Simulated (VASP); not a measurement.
# InSe in VASP: single point with PBE+D3(BJ)

Aim: the single point of InSe with PBE+D3(BJ).

All numbers are computed with VASP 6.6.1; they aren't measurements. Logs are shortened: lines on timing, memory, paths and dates and some standing lists are left out, and cuts for length are marked.

## Step 1: The cell of the first run

The cell holds a slab with vacuum, 8 atoms: a = 4.027 Å, b = 4.027 Å, c = 28.271 Å, α = 90.00°, β = 90.00°, γ = 120.00°.

## Step 2: Single point, PBE+D3(BJ) (layers slid over each other)

INCAR

```
ALGO     = Normal         # electronic algorithm
DIPOL    = 0.5 0.5 0.405
EDIFF    = 1E-6           # SCF threshold, eV
ENCUT    = 520            # plane-wave cutoff, eV
GGA      = PE             # functional
IDIPOL   = 3            
ISIF     = 2              # what is computed and relaxed
ISMEAR   = 0              # smearing method
IVDW     = 12             # dispersion correction
LASPH    = True           # aspherical terms in the spheres
LCHARG   = True           # write CHGCAR
LDIPOL   = True         
LELF     = True           # ELF
LREAL    = False          # projectors in reciprocal space
LVACPOTAV= True         
LVHAR    = True         
LWAVE    = False          # write WAVECAR
NBANDS   = 48             # bands
NELM     = 60             # most SCF steps
PREC     = Accurate       # precision mode
SIGMA    = 0.05           # smearing width, eV
```

KPOINTS

```
k-points
0
Gamma
  9 9 1
```

POSCAR

```
InSe
1.0
    4.0266103640      0.0000000000      0.0000000000
   -2.0133051820      3.4871468663      0.0000000000
    0.0000000000      0.0000000000     28.2707108021
Se In
4 4
Direct
    0.0000000000      0.0000000000      0.1591753399
    0.0000000000      0.0000000000      0.3496677346
    0.2222222222      0.6666666667      0.4596755806
    0.2222222222      0.6666666667      0.6501679753
    0.6666666667      0.3333333333      0.2049979895
    0.6666666667      0.3333333333      0.3038451603
    0.8888888889      1.0000000000      0.5054982302
    0.8888888889      1.0000000000      0.6043454010
```

Potentials or basis: VASP PAW PBE potentials, release 64 (Se, In_d).

Started as:

```console
$ cat potpaw_PBE.64/Se/POTCAR potpaw_PBE.64/In_d/POTCAR > POTCAR
$ mpirun -np 1 vasp_std > vasp.out
```

OUTCAR:

```text
EDIFF = 1E-6
   ENCUT = 520
   GGA = PE
   ISIF = 2
   ISMEAR = 0
   IVDW = 12
   LASPH = True
   LREAL = False
   NELM = 60
   PREC = Accurate
 IVDW          = 12

 ion  position               nearest neighbor table
   1  0.000  0.000  0.159-   5 2.66   5 2.66   5 2.66
   2  0.000  0.000  0.350-   6 2.66   6 2.66   6 2.66
   3  0.222  0.667  0.460-   7 2.66   7 2.66   7 2.66
   4  0.222  0.667  0.650-   8 2.66   8 2.66   8 2.66
   5  0.667  0.333  0.205-   1 2.66   1 2.66   1 2.66   6 2.79
   6  0.667  0.333  0.304-   2 2.66   2 2.66   2 2.66   5 2.79
   7  0.889  0.000  0.505-   3 2.66   3 2.66   3 2.66   8 2.79
   8  0.889  0.000  0.604-   4 2.66   4 2.66   4 2.66   7 2.79

  LATTYP: Found a hexagonal cell.
 ALAT       =     4.0266103640
 C/A-ratio  =     7.0209700583

  Lattice vectors:

 A1 = (   4.0266103640,   0.0000000000,   0.0000000000)
 A2 = (  -2.0133051820,   3.4871468663,   0.0000000000)
 A3 = (   0.0000000000,   0.0000000000,  28.2707108021)

Analysis of symmetry for initial positions (statically):
=====================================================================
 Subroutine PRICEL returns:
 Original cell was already a primitive cell.

 Routine SETGRP: Setting up the symmetry group for a
 hexagonal supercell.

 Subroutine GETGRP returns: Found  1 space group operations
 (whereof  1 operations were pure point group operations)
 out of a pool of 24 trial point group operations.

The static configuration has the point symmetry C_1 .

Analysis of symmetry for dynamics (positions and initial velocities):
=====================================================================
 Subroutine PRICEL returns:
 Original cell was already a primitive cell.

 Routine SETGRP: Setting up the symmetry group for a
 hexagonal supercell.

 Subroutine GETGRP returns: Found  1 space group operations
 (whereof  1 operations were pure point group operations)
 out of a pool of 24 trial point group operations.

The dynamic configuration has the point symmetry C_1 .

 Subroutine INISYM returns: Found  1 space group operations
 (whereof  1 operations are pure point group operations),
 and found     1 'primitive' translations

----------------------------------------------------------------------------------------

                                     Primitive cell

  volume of cell :     396.9598

  direct lattice vectors                    reciprocal lattice vectors
     4.026610364  0.000000000  0.000000000     0.248347843  0.143383694  0.000000000
[... 110 lines left out ...]
   NUPDOWN=      -1.0000    fix difference up-down
   EMIN   =  10.00;   EMAX   =-10.00  energy-range for DOS
   EFERMI =   0.00;   METHOD = LEGACY
   ISMEAR =     0;   SIGMA  =   0.05  broadening in eV -4-tet -1-fermi 0-gaus
   EFERMI_NEDOS =   21; number of points for ismear=-14 and -15
   IALGO  =     38    algorithm
   IMIX   =      4    mixing-type and parameters
     AMIX     =   0.40;   BMIX     =  1.00
     AMIX_MAG =   1.60;   BMIX_MAG =  1.00
  volume/ion in A,a.u.               =      49.62       334.85
  Fermi-wavevector in a.u.,A,eV,Ry     =   0.943548  1.783047 12.113024  0.890282
  Thomas-Fermi vector in A             =   2.071266
   LORBIT       =      0    0 simple, 1 ext, 2 COOP (PROOUT), +10 PAW based schemes
   GGA     = PE    functional components
   LHFCALC =     F    Hartree Fock is set to
   AEXX    =    0.0000 exact exchange contribution
   IVDW    =    12    specifies the selected vdW correction
   LEPSILON=     F    determine dielectric tensor
   LRPA    =     F    only Hartree local field effects (RPA)
 non-spin polarized calculation
 Gauss-broadening in eV      SIGMA  =   0.05
  energy-cutoff  :      520.00
  volume of cell :      396.96
 maximum number of plane-waves:     10749
 NGX is ok and might be reduce to    30
   NGX = 15   NGY = 15   NGZ =105

 dipolmoment           0.000000      0.000000      0.000233 electrons x Angstroem

 number of electron      75.9999998 magnetization

 dipolmoment           0.000000      0.000000     -0.000116 electrons x Angstroem

 Free energy of the ion-electron system (eV)
  ---------------------------------------------------
  ext. energy  EPLUGINS =         0.00000000
  ---------------------------------------------------
  free energy    TOTEN  =       -28.37160467 eV

  energy without entropy =      -28.37160467  energy(sigma->0) =      -28.37160467

 E-fermi :   0.0990     XC(G=0):  -5.6425

 val. band max:       -0.1695535241   @ k =   0.1111  -0.0000   0.0000
 cond. band min:       0.9179412256   @ k =   0.0000   0.0000   0.0000
 fundamental gap:      1.0874947498
 Fermi energy:         0.0990315088

 k-point     1 :       0.0000    0.0000    0.0000
  band No.  band energies     occupation
      1     -14.5205      2.00000
      2     -14.5173      2.00000
      3     -14.3371      2.00000
      4     -14.3368      2.00000
      5     -14.3341      2.00000
      6     -14.3332      2.00000
[... 1213 lines left out ...]
     47       4.5297      0.00000
     48       4.5630      0.00000

 [... further k-points ...]

------------------------ aborting loop because EDIFF is reached ----------------------------------------

 Edisp (eV)   -2.05593

 E8    (eV) :    -0.9645

  FORCE on cell =-STRESS in cart. coord.  units (eV):
  Direction    XX          YY          ZZ          XY          YZ          ZX
  --------------------------------------------------------------------------------------
  -------------------------------------------------------------------------------------
  Total       0.02291     0.03883    -0.18203    -0.08707    -0.05592     0.13592
  in kB       0.09245     0.15671    -0.73471    -0.35141    -0.22570     0.54860
  external pressure =       -0.16 kB  Pullay stress =        0.00 kB

 VOLUME and BASIS-vectors are now :
 -----------------------------------------------------------------------------
  energy-cutoff  :      520.00
  volume of cell :      396.96
      direct lattice vectors                 reciprocal lattice vectors
     4.026610364  0.000000000  0.000000000     0.248347843  0.143383694  0.000000000
    -2.013305182  3.487146866  0.000000000     0.000000000  0.286767388  0.000000000
     0.000000000  0.000000000 28.270710802     0.000000000  0.000000000  0.035372298

 POSITION                                       TOTAL-FORCE (eV/Angst)
 -----------------------------------------------------------------------------------
      0.00000      0.00000      4.50000        -0.001520      0.000256     -0.010841
      0.00000      0.00000      9.88536        -0.043542      0.014723      0.007026
     -0.44740      2.32476     12.99536         0.031644     -0.015826     -0.013207
     -0.44740      2.32476     18.38071         0.000029     -0.000365      0.010436
      2.01331      1.16238      5.79544        -0.003626      0.000849      0.012595
      2.01331      1.16238      8.58992         0.011076     -0.000429      0.019644
      3.57921      0.00000     14.29079         0.004987      0.001760     -0.013163
      3.57921      0.00000     17.08527         0.000950     -0.000966     -0.012490
 -----------------------------------------------------------------------------------
    total drift:                                0.000259      0.000031      0.000031

  FREE ENERGIE OF THE ION-ELECTRON SYSTEM (eV)
  ---------------------------------------------------
  free  energy   TOTEN  =       -30.4275330534 eV

  energy  without entropy=      -30.4275330534  energy(sigma->0) =      -30.42753305

 vacuum level on the upper side and lower side of the slab         5.492         5.493
```

OSZICAR:

```text
N       E                     dE             d eps       ncg     rms          rms(c)
DAV:   1     0.720610846749E+03    0.72061E+03   -0.32783E+04  4104   0.150E+03
DAV:   2     0.733339904313E+02   -0.64728E+03   -0.62831E+03  4136   0.381E+02
DAV:   3    -0.231987426301E+02   -0.96533E+02   -0.93933E+02  4872   0.176E+02
[... 15 lines left out ...]
DAV:  19    -0.283715899339E+02   -0.11428E-04   -0.20689E-07  2936   0.304E-03    0.101E-03
DAV:  20    -0.283715976433E+02   -0.77094E-05   -0.13465E-07  2720   0.184E-03    0.731E-04
DAV:  21    -0.283716017259E+02   -0.40826E-05   -0.74460E-08  2672   0.189E-03    0.408E-04
DAV:  22    -0.283716042836E+02   -0.25577E-05   -0.60420E-08  2608   0.156E-03    0.218E-04
DAV:  23    -0.283716046747E+02   -0.39107E-06   -0.12909E-08  2392   0.993E-04
   1 F= -.30427533E+02 E0= -.30427533E+02  d E =-.481550E-15
```

Run time: 31 min. Hardware: 1 thread of Oxide Virtual Turin-like, shared host; peak memory 0.79 GiB.

What came out:

```
Free energy                : -30.4275 eV
Largest force              : 0.046 eV/Å
Band gap on the k mesh     : 1.09 eV (least direct gap 1.14 eV)
Dispersion energy per atom : -0.257 eV
```

Forces in eV/Å, atoms in the order of the input:
```
Se  -0.002  0.000 -0.011
Se  -0.044  0.015  0.007
Se   0.032 -0.016 -0.013
Se   0.000  0.000  0.010
In  -0.004  0.001  0.013
In   0.011  0.000  0.020
In   0.005  0.002 -0.013
In   0.001 -0.001 -0.012
```

Levels at points of the mesh, in eV from the valence-band top:
| k point | band 36 | band 37 | band 38 | band 39 | band 40 | band 41 |
| --- | --- | --- | --- | --- | --- | --- |
| (0.00, 0.00, 0.00) | -0.72 | -0.66 | -0.06 | 1.09 | 1.73 | 2.50 |

Caveat: the cell differs from its parent crystal (layers slid over each other); spin-orbit coupling is left out, which moves the levels of the heavy elements.
